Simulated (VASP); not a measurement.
Runs of VASP 6.6.1 on Sc. The structure is that of space group Im-3m (No. 229), or close to it. The cells are those of the table. This isn't the form of Sc at room conditions, which is hcp.

```csv
cell,gap on the mesh (eV),pressure (GPa)
"a = 3.207 Å, angles 109.5°, 1 atom",none,-1.0
"a = 3.227 Å, angles 109.5°, 1 atom",none,(b)
"a = 3.186 Å, angles 109.5°, 1 atom",none,0.0
"a = 3.121 Å, angles 109.5°, 1 atom",none,(a)
"a = 3.164 Å, angles 109.5°, 1 atom",none,1.1
"a = 3.248 Å, angles 109.5°, 1 atom",none,-2.8
```

Alike in all rows: task single point; level PBE; potentials or basis VASP PAW PBE potentials, release 64 (Sc_sv); no spin polarisation; k mesh 21 × 21 × 21; cutoff (eV) 520; smearing fermi-dirac 0.0612256 eV.

Problem. Estimate the missing entries.

Solution. (a) 3.7; (b) -1.9.

Caveats: the cell stands under pressure (at least some runs).

A gap of «none» marks levels without a gap at the run's occupations.
